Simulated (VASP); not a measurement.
# CO2 (I-42d) in VASP: notebook, part 2 of 2

VASP 6.6.1. Earlier steps stand in the parts before.

### 5 Relaxation of cell and atoms, PBEsol

This run uses another cell than the first one, of 7.84 Å³/atom.

The input, INCAR:

```
SYSTEM = CO2
ALGO = Normal ; EDIFF = 1E-6
EDIFFG = -0.01 ; ENCUT = 600
GGA = PS ; IBRION = 2
ISIF = 3 ; ISMEAR = -1
LASPH = .True. ; LCHARG = .False.
LREAL = .False. ; LWAVE = .False.
NELM = 100 ; NSW = 60
PREC = Accurate ; SIGMA = 0.05
```

The input, KPOINTS:

```
k-points
0
Gamma
  9 9 9
  0 0 0
```

The input, POSCAR:

```
CO2
1.0
   -1.9747270000      1.9747270000      3.0140580000
    1.9747270000     -1.9747270000      3.0140580000
    1.9747270000      1.9747270000     -3.0140580000
O C
4 2
Direct
    0.8750000000      0.9597980000      0.5847980000
    0.3750000000      0.2902020000      0.4152020000
    0.0402020000      0.6250000000      0.9152020000
    0.7097980000      0.1250000000      0.0847980000
    0.0000000000      0.0000000000      0.0000000000
    0.7500000000      0.2500000000      0.5000000000
```

Potentials or basis: VASP PAW PBE potentials, release 64 (O, C).

The run is started by

```
> cat potpaw_PBE.64/O/POTCAR potpaw_PBE.64/C/POTCAR > POTCAR
> mpirun -np 1 vasp_std > vasp.out
```

OUTCAR:

```text
SYSTEM = CO2
   EDIFF = 1E-6
   EDIFFG = -0.01
   ENCUT = 600
   GGA = PS
   IBRION = 2
   ISIF = 3
   ISMEAR = -1
   LASPH = .True.
   LREAL = .False.
   NELM = 100
   NSW = 60
   PREC = Accurate

 ion  position               nearest neighbor table
   1  0.875  0.960  0.585-   5 1.40   6 1.40
   2  0.375  0.290  0.415-   5 1.40   6 1.40
   3  0.040  0.625  0.915-   6 1.40   5 1.40
   4  0.710  0.125  0.085-   5 1.40   6 1.40
   5  0.000  0.000  0.000-   1 1.40   2 1.40   4 1.40   3 1.40
   6  0.750  0.250  0.500-   1 1.40   3 1.40   4 1.40   2 1.40

  LATTYP: Found a body centered tetragonal cell.
 ALAT       =     3.9494540000
 C/A-ratio  =     1.5263162959

  Lattice vectors:

 A1 = (  -1.9747270000,   1.9747270000,   3.0140580000)
 A2 = (   1.9747270000,  -1.9747270000,   3.0140580000)
 A3 = (   1.9747270000,   1.9747270000,  -3.0140580000)

Analysis of symmetry for initial positions (statically):
=====================================================================
 Subroutine PRICEL returns:
 Original cell was already a primitive cell.
[... 184 lines left out ...]

  FORCE on cell =-STRESS in cart. coord.  units (eV):
  Direction    XX          YY          ZZ          XY          YZ          ZX
  --------------------------------------------------------------------------------------
  -------------------------------------------------------------------------------------
  Total       -1.4238554     -1.4238554     -1.9174068      0.0000000     -0.0000000      0.0000000
  in kB      -48.5233450    -48.5233450    -65.3430068      0.0000000     -0.0000000      0.0000000
  external PRESSURE =     -54.1298989 kB  Pullay stress =       0.0000000 kB
[... 147 lines left out ...]
--------------------------------------- Ionic step        5  -------------------------------------------

 number of electron      31.9999992 magnetization

 Free energy of the ion-electron system (eV)
  ---------------------------------------------------
  ext. energy  EPLUGINS =         0.00000000
  ---------------------------------------------------
  free energy    TOTEN  =       -46.13713625 eV

  energy without entropy =      -46.13713625  energy(sigma->0) =      -46.13713625

 E-fermi :   3.4808     XC(G=0): -11.5005

 val. band max:        2.3483370866   @ k =   0.4444  -0.0000   0.0000
 cond. band min:       9.9278703581   @ k =   0.0000   0.0000   0.0000
 fundamental gap:      7.5795332714
 Fermi energy:         3.4808251267

 k-point     1 :       0.0000    0.0000    0.0000
  band No.  band energies     occupation
      1     -21.8151      2.00000
      2     -16.6019      2.00000
      3     -16.6019      2.00000
      4     -15.8769      2.00000
      5     -12.2723      2.00000
      6      -7.4612      2.00000
[... 541 lines left out ...]
     19      12.1713      0.00000
     20      12.3462      0.00000

 [... further k-points ...]

------------------------ aborting loop because EDIFF is reached ----------------------------------------

  FORCE on cell =-STRESS in cart. coord.  units (eV):
  Direction    XX          YY          ZZ          XY          YZ          ZX
  --------------------------------------------------------------------------------------
  -------------------------------------------------------------------------------------
  Total       -0.0459525     -0.0459525      0.0488830      0.0000000      0.0000000      0.0000000
  in kB       -1.6104085     -1.6104085      1.7131108      0.0000000      0.0000000      0.0000000
  external PRESSURE =      -0.5025688 kB  Pullay stress =       0.0000000 kB
[... 21 lines left out ...]
  FREE ENERGIE OF THE ION-ELECTRON SYSTEM (eV)
  ---------------------------------------------------
  free  energy   TOTEN  =       -46.1371362480 eV

  energy  without entropy=      -46.1371362479  energy(sigma->0) =      -46.13713625

 reached required accuracy - stopping structural energy minimisation
```

It took 2.3 min on 1 thread of Intel Xeon 6975P-C (Granite Rapids), shared host; peak memory 0.24 GiB.

What came out:

| Quantity | Value |
| --- | --- |
| Free energy | -46.1371 eV |
| Relaxed volume | 7.62 Å³/atom |
| Relaxed cell | a = 4.063 Å, b = 4.063 Å, c = 4.063 Å, α = 122.22°, β = 122.22°, γ = 86.19° |
| Space group after relaxing (to 0.1 Å) | I-42d (No. 122) |
| Energy gained by relaxing | 3.6 meV/atom |
| Ionic steps | 5 |
| Pressure after relaxing | -0.1 GPa |
| Largest force after relaxing | 0.003 eV/Å |
| Band gap on the k mesh | 7.58 eV (least direct gap 7.99 eV) |

Forces in eV/Å, atoms in the order of the input:
```
O   -0.003  0.000  0.000
O    0.003  0.000  0.000
O    0.000  0.003  0.000
O    0.000 -0.003  0.000
C    0.000  0.000  0.000
C    0.000  0.000  0.000
```

Step by step:
```csv
step,energy change (eV),largest force (eV/Å),pressure (GPa),volume (Å³)
1,0.0000,0.1232,-5.41,47.01
2,0.0057,0.5582,6.26,45.24
3,-0.0154,0.1822,-0.27,46.18
4,-0.0207,0.0763,-0.16,45.90
5,-0.0217,0.0031,-0.05,45.72
```

Final structure:
```cif
data_structure
_symmetry_space_group_name_H-M 'P 1'
_symmetry_Int_Tables_number 1
_cell_length_a 4.0628
_cell_length_b 4.0628
_cell_length_c 4.0628
_cell_angle_alpha 122.223
_cell_angle_beta 122.223
_cell_angle_gamma 86.192
_cell_volume 45.72
loop_
_atom_site_label
_atom_site_type_symbol
_atom_site_fract_x
_atom_site_fract_y
_atom_site_fract_z
_atom_site_occupancy
O1 O 0.87500 0.95743 0.58243 1
O2 O 0.37500 0.29257 0.41757 1
O3 O 0.04257 0.62500 0.91757 1
O4 O 0.70743 0.12500 0.08243 1
C1 C 0.00000 0.00000 0.00000 1
C2 C 0.75000 0.25000 0.50000 1
```

Caveat: the PAW data sets were made with another functional, which shifts forces and pressure a little; an odd mesh through Γ misses points on the zone boundary, where band edges can lie.

### 6 The runs side by side

```tsv
task	cell	cutoff (eV)	gap on the mesh (eV)	pressure (GPa)	largest force (eV/Å)
single point	a = 4.026 Å, angles 122.7, 122.7, 85.4°, 6 atoms, atomic positions A	520	7.62	6.9	0.11
single point	a = 4.046 Å, angles 122.5, 122.5, 85.8°, 6 atoms, atomic positions B	520	7.61	3.8	0.10
single point	a = 4.060 Å, angles 122.3, 122.3, 86.1°, 6 atoms, atomic positions B	520	7.60	1.7	0.10
relaxation of cell and atoms	relaxed from a = 4.109 Å, angles 122.6, 122.6, 85.6°, 6 atoms, atomic positions C	600	7.58	-0.1	-
```

Alike in all rows: level PBEsol; potentials or basis VASP PAW PBE potentials, release 64 (O, C); no spin polarisation; k mesh 9 × 9 × 9; smearing fermi-dirac 0.05 eV.

Caveats: the PAW data sets were made with another functional, which shifts forces and pressure a little; an odd mesh through Γ misses points on the zone boundary, where band edges can lie; the cell stands under pressure (at least some runs).

Absolute energies hang on the potentials; compare differences alone.
